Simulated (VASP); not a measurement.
# Hg (Fd-3m) in VASP: relaxation of cell and atoms with PBE

Aim: the relaxation of cell and atoms of Hg with PBE.

All numbers are computed with VASP 6.6.1; they aren't measurements. Logs are shortened: lines on timing, memory, paths and dates and some standing lists are left out, and cuts for length are marked.

## Step 1: The cell of the first run

It takes space group Fd-3m (No. 227, cubic). The conventional cell has a = 7.672 Å, b = 7.672 Å, c = 7.672 Å, α = 90.00°, β = 90.00°, γ = 90.00°. Within 4.4 Å of Hg (site symmetry -43m) lie 4 Hg at 3.32 Å.

## Step 2: Relaxation of cell and atoms, PBE

INCAR reads:

```
SYSTEM = Hg
ALGO = Normal ; EDIFF = 1E-6
EDIFFG = -0.005 ; ENCUT = 600
GGA = PE ; IBRION = 2
ISIF = 3 ; ISMEAR = -1
LASPH = .TRUE. ; LCHARG = .FALSE.
LREAL = .FALSE. ; LWAVE = .FALSE.
NELM = 80 ; NSW = 45
PREC = Accurate ; SIGMA = 0.05
```

KPOINTS reads:

```
k-points
0
G
  11 11 11
  0 0 0
```

POSCAR reads:

```
Hg
1.0
    0.0000000000      3.8360864888      3.8360864888
    3.8360864888      0.0000000000      3.8360864888
    3.8360864888      3.8360864888      0.0000000000
Hg
2
Direct
   -0.1250000000     -0.1250000000     -0.1250000000
    0.1250000000      0.1250000000      0.1250000000
```

Potentials or basis: VASP PAW PBE potentials, release 64 (Hg).

Command:

```sh
> cat potpaw_PBE.64/Hg/POTCAR > POTCAR
> mpirun -np 1 vasp_std > vasp.out
```

OUTCAR:

```text
SYSTEM = Hg
   EDIFF = 1E-6
   EDIFFG = -0.005
   ENCUT = 600
   GGA = PE
   IBRION = 2
   ISIF = 3
   ISMEAR = -1
   LASPH = .TRUE.
   LREAL = .FALSE.
   NELM = 80
   NSW = 45
   PREC = Accurate

 ion  position               nearest neighbor table
   1  0.875  0.875  0.875-   2 3.32   2 3.32   2 3.32   2 3.32
   2  0.125  0.125  0.125-   1 3.32   1 3.32   1 3.32   1 3.32

  LATTYP: Found a face centered cubic cell.
 ALAT       =     7.6721729776

  Lattice vectors:

 A1 = (   0.0000000000,   3.8360864888,   3.8360864888)
 A2 = (   3.8360864888,   0.0000000000,   3.8360864888)
 A3 = (   3.8360864888,   3.8360864888,   0.0000000000)

Analysis of symmetry for initial positions (statically):
=====================================================================
 Subroutine PRICEL returns:
 Original cell was already a primitive cell.

 Routine SETGRP: Setting up the symmetry group for a
 face centered cubic supercell.

 Subroutine GETGRP returns: Found 48 space group operations
 (whereof 12 operations were pure point group operations)
 out of a pool of 48 trial point group operations.

The static configuration has the point symmetry D_3d.
 The point group associated with its full space group is O_h .

Analysis of symmetry for dynamics (positions and initial velocities):
=====================================================================
 Subroutine PRICEL returns:
 Original cell was already a primitive cell.

 Routine SETGRP: Setting up the symmetry group for a
 face centered cubic supercell.

 Subroutine GETGRP returns: Found 48 space group operations
 (whereof 12 operations were pure point group operations)
 out of a pool of 48 trial point group operations.

The dynamic configuration has the point symmetry D_3d.
 The point group associated with its full space group is O_h .

 Subroutine INISYM returns: Found 48 space group operations
 (whereof 12 operations are pure point group operations),
 and found     1 'primitive' translations

----------------------------------------------------------------------------------------

                                     Primitive cell

  volume of cell :     112.9003

  direct lattice vectors                    reciprocal lattice vectors
     0.000000000  3.836086489  3.836086489    -0.130341170  0.130341170  0.130341170
     3.836086489  0.000000000  3.836086489     0.130341170 -0.130341170  0.130341170
     3.836086489  3.836086489  0.000000000     0.130341170  0.130341170 -0.130341170

  length of vectors
     5.425045539  5.425045539  5.425045539     0.225757528  0.225757528  0.225757528

  position of ions in fractional coordinates (direct lattice)
     0.875000000  0.875000000  0.875000000
     0.125000000  0.125000000  0.125000000

  ion indices of the primitive-cell ions
   primitive index   ion index
                 1           1
                 2           2

----------------------------------------------------------------------------------------

 KPOINTS: k-points

Automatic generation of k-mesh.
 Grid dimensions read from file:
 generate k-points for:   11   11   11

 Generating k-lattice:

  Cartesian coordinates                     Fractional coordinates (reciprocal lattice)
    -0.011849197  0.011849197  0.011849197     0.090909091  0.000000000  0.000000000
     0.011849197 -0.011849197  0.011849197     0.000000000  0.090909091  0.000000000
     0.011849197  0.011849197 -0.011849197     0.000000000  0.000000000  0.090909091

  Length of vectors
     0.020523412  0.020523412  0.020523412

  Shift w.r.t. Gamma in fractional coordinates (k-lattice)
     0.000000000  0.000000000  0.000000000

 Subroutine IBZKPT returns following result:
 ===========================================

 Found     56 irreducible k-points:

 Following reciprocal coordinates:
            Coordinates               Weight
  0.000000  0.000000  0.000000      1.000000
  0.090909  0.000000  0.000000      8.000000
  0.181818  0.000000  0.000000      8.000000
  0.272727  0.000000  0.000000      8.000000
  0.363636  0.000000  0.000000      8.000000
  0.454545  0.000000  0.000000      8.000000
[... 16 lines left out ...]
 -0.272727  0.181818  0.000000     24.000000
 -0.181818  0.181818  0.000000     12.000000
 [... further k-points ...]
   k-points           NKPTS =     56   k-points in BZ     NKDIM =     56   number of bands    NBANDS=     16
   number of dos      NEDOS =    301   number of ions     NIONS =      2
   total plane-waves  NPLWV = 110592
   dimension x,y,z NGX =    48 NGY =   48 NGZ =   48
   dimension x,y,z NGXF=    96 NGYF=   96 NGZF=   96
   ions per type =               2
   NGX,Y,Z   is equivalent  to a cutoff of  14.71, 14.71, 14.71 a.u.
   NGXF,Y,Z  is equivalent  to a cutoff of  29.42, 29.42, 29.42 a.u.
 SYSTEM =  Hg
   PREC   = accura    normal or accurate (medium, high low for compatibility)
   ISTART =      0    job   : 0-new  1-cont  2-samecut
   ICHARG =      2    charge: 1-file 2-atom 10-const
   ISPIN  =      1    spin polarized calculation?
   LNONCOLLINEAR =      F non collinear calculations
   LSORBIT =      F    spin-orbit coupling
   LASPH  =      T    aspherical Exc in radial PAW
   ENCUT  =  600.0 eV  44.10 Ry    6.64 a.u.  10.84 10.84 10.84*2*pi/ulx,y,z
   NELM   =     80;   NELMIN=  2; NELMDL= -5     # of ELM steps
   EDIFF  = 0.1E-05   stopping-criterion for ELM
   LREAL  =      F    real-space projection
   EDIFFG = -.5E-02   stopping-criterion for IOM
   NSW    =     45    number of steps for IOM
   IBRION =      2    ionic relax: 0-MD 1-quasi-New 2-CG
   NFREE  =      1    steps in history (QN), initial steepest desc. (CG)
   ISIF   =      3    stress and relaxation
   ISYM   =      2    0-nonsym 1-usesym 2-fastsym
   POTIM  = 0.5000    time-step for ionic-motion
   TEBEG  =    0.0;   TEEND  =   0.0 temperature during run
   PSTRESS=    0.0 pullay stress
   NELECT =      24.0000    total number of electrons
   NUPDOWN=      -1.0000    fix difference up-down
   EMIN   =  10.00;   EMAX   =-10.00  energy-range for DOS
   EFERMI =   0.00;   METHOD = LEGACY
   ISMEAR =    -1;   SIGMA  =   0.05  broadening in eV -4-tet -1-fermi 0-gaus
   EFERMI_NEDOS =   21; number of points for ismear=-14 and -15
   IALGO  =     38    algorithm
   IMIX   =      4    mixing-type and parameters
     AMIX     =   0.40;   BMIX     =  1.00
     AMIX_MAG =   1.60;   BMIX_MAG =  1.00
  volume/ion in A,a.u.               =      56.45       380.94
  Fermi-wavevector in a.u.,A,eV,Ry     =   0.977043  1.846343 12.988289  0.954612
  Thomas-Fermi vector in A             =   2.107709
   LORBIT       =      0    0 simple, 1 ext, 2 COOP (PROOUT), +10 PAW based schemes
   GGA     = PE    functional components
   LHFCALC =     F    Hartree Fock is set to
   AEXX    =    0.0000 exact exchange contribution
   IVDW    =     0    specifies the selected vdW correction
   LEPSILON=     F    determine dielectric tensor
   LRPA    =     F    only Hartree local field effects (RPA)
 conjugate gradient relaxation of ions
 non-spin polarized calculation
  energy-cutoff  :      600.00
  volume of cell :      112.90
 maximum number of plane-waves:      3788
 NGX is ok and might be reduce to    48
   NGX = 21   NGY = 21   NGZ = 21

--------------------------------------- Ionic step        1  -------------------------------------------

 number of electron      24.0000002 magnetization

 Free energy of the ion-electron system (eV)
  ---------------------------------------------------
  ext. energy  EPLUGINS =         0.00000000
  ---------------------------------------------------
  free energy    TOTEN  =        -0.21600219 eV

  energy without entropy =       -0.21592384  energy(sigma->0) =       -0.21596301

------------------------ aborting loop because EDIFF is reached ----------------------------------------

  FORCE on cell =-STRESS in cart. coord.  units (eV):
  Direction    XX          YY          ZZ          XY          YZ          ZX
  --------------------------------------------------------------------------------------
  -------------------------------------------------------------------------------------
  Total        0.0133677      0.0133677      0.0133677      0.0000000     -0.0000000     -0.0000000
  in kB        0.1897024      0.1897024      0.1897024      0.0000000     -0.0000000     -0.0000000
  external PRESSURE =       0.1897024 kB  Pullay stress =       0.0000000 kB

 VOLUME and BASIS-vectors are now :
 -----------------------------------------------------------------------------
  energy-cutoff  :      600.00
  volume of cell :      112.90
      direct lattice vectors                 reciprocal lattice vectors
     0.000000000  3.836086489  3.836086489    -0.130341170  0.130341170  0.130341170
     3.836086489  0.000000000  3.836086489     0.130341170 -0.130341170  0.130341170
     3.836086489  3.836086489  0.000000000     0.130341170  0.130341170 -0.130341170
[... 37 lines left out ...]
 POSITION                                       TOTAL-FORCE (eV/Angst)
 -----------------------------------------------------------------------------------
      6.71532      6.71532      6.71532         0.000000      0.000000      0.000000
      0.95933      0.95933      0.95933        -0.000000     -0.000000     -0.000000
 -----------------------------------------------------------------------------------
    total drift:                                0.000000      0.000000      0.000000

  FREE ENERGIE OF THE ION-ELECTRON SYSTEM (eV)
  ---------------------------------------------------
  free  energy   TOTEN  =        -0.2160139128 eV

  energy  without entropy=       -0.2159393430  energy(sigma->0) =       -0.21597663

--------------------------------------- Ionic step        3  -------------------------------------------

 number of electron      24.0000003 magnetization

 Free energy of the ion-electron system (eV)
  ---------------------------------------------------
  ext. energy  EPLUGINS =         0.00000000
  ---------------------------------------------------
  free energy    TOTEN  =        -0.21603991 eV

  energy without entropy =       -0.21597572  energy(sigma->0) =       -0.21600782

 E-fermi :  -0.6302     XC(G=0):  -6.3343

 val. band max:       -0.7746021151   @ k =   0.0000   0.0000   0.0000
 cond. band min:      -0.2781055737   @ k =  -0.3636   0.3636   0.0000
 fundamental gap:      0.4964965414
 Fermi energy:        -0.6301936047

 k-point     1 :       0.0000    0.0000    0.0000
  band No.  band energies     occupation
      1      -7.6003      2.00000
      2      -7.6003      2.00000
      3      -7.6003      2.00000
      4      -7.5647      2.00000
      5      -7.5647      2.00000
      6      -7.1130      2.00000
[... 8 lines left out ...]
     15       2.6827      0.00000
     16       3.9772      0.00000
[... 419 lines left out ...]
 k-point    24 :      -0.1818    0.1818    0.0000
  band No.  band energies     occupation
      1      -7.6661      2.00000
      2      -7.6468      2.00000
      3      -7.5881      2.00000
      4      -7.5018      2.00000
      5      -7.4438      2.00000
      6      -7.2640      2.00000
[... 8 lines left out ...]
     15       2.5985      0.00000
     16       4.4706      0.00000

 [... further k-points ...]

------------------------ aborting loop because EDIFF is reached ----------------------------------------

  FORCE on cell =-STRESS in cart. coord.  units (eV):
  Direction    XX          YY          ZZ          XY          YZ          ZX
  --------------------------------------------------------------------------------------
  -------------------------------------------------------------------------------------
  Total        0.0098456      0.0098456      0.0098456     -0.0000000     -0.0000000     -0.0000000
  in kB        0.1391800      0.1391800      0.1391800     -0.0000000     -0.0000000     -0.0000000
  external PRESSURE =       0.1391800 kB  Pullay stress =       0.0000000 kB

 VOLUME and BASIS-vectors are now :
 -----------------------------------------------------------------------------
  energy-cutoff  :      600.00
  volume of cell :      113.34
      direct lattice vectors                 reciprocal lattice vectors
     0.000000000  3.841034231  3.841034231    -0.130173274  0.130173274  0.130173274
     3.841034231 -0.000000000  3.841034231     0.130173274 -0.130173274  0.130173274
     3.841034231  3.841034231 -0.000000000     0.130173274  0.130173274 -0.130173274

 POSITION                                       TOTAL-FORCE (eV/Angst)
 -----------------------------------------------------------------------------------
      6.72181      6.72181      6.72181        -0.000000     -0.000000      0.000000
      0.96026      0.96026      0.96026         0.000000      0.000000     -0.000000
 -----------------------------------------------------------------------------------
    total drift:                                0.000000      0.000000      0.000000

  FREE ENERGIE OF THE ION-ELECTRON SYSTEM (eV)
  ---------------------------------------------------
  free  energy   TOTEN  =        -0.2160399067 eV

  energy  without entropy=       -0.2159757235  energy(sigma->0) =       -0.21600782

 reached required accuracy - stopping structural energy minimisation
```

Wall time 3.8 min (1 thread of Intel Xeon 8259CL, shared host); peak memory 0.38 GiB.

Results:

```yaml
Free_energy: -0.2160 eV
Relaxed_volume: 56.67 Å³/atom
Relaxed_cell: a = 5.432 Å, b = 5.432 Å, c = 5.432 Å, α = 60.00°, β = 60.00°, γ = 60.00°
Space_group_after_relaxing_to_0.1_Å: Fd-3m (No. 227)
Energy_gained_by_relaxing: 0.0 meV/atom
Ionic_steps: 3
Pressure_after_relaxing: 0.0 GPa
Band_gap_on_the_k_mesh: 0.50 eV (least direct gap 2.93 eV)
```

Final structure:
```
CELL_PARAMETERS angstrom
0.00000 3.84103 3.84103
3.84103 0.00000 3.84103
3.84103 3.84103 0.00000
ATOMIC_POSITIONS crystal
Hg 0.87500 0.87500 0.87500
Hg 0.12500 0.12500 0.12500
```

Levels at points of the mesh, in eV from the valence-band top:
```
           k point  band 8  band 9  band 10  band 11  band 12  band 13  band 14  band 15  band 16
(0.00, 0.00, 0.00)   -6.34   -6.26    -6.26    -5.80     0.00     3.46     3.46     3.46     4.75
```

Caveat: spin-orbit coupling is left out, which moves the levels of the heavy elements; an odd mesh through Γ misses points on the zone boundary, where band edges can lie.
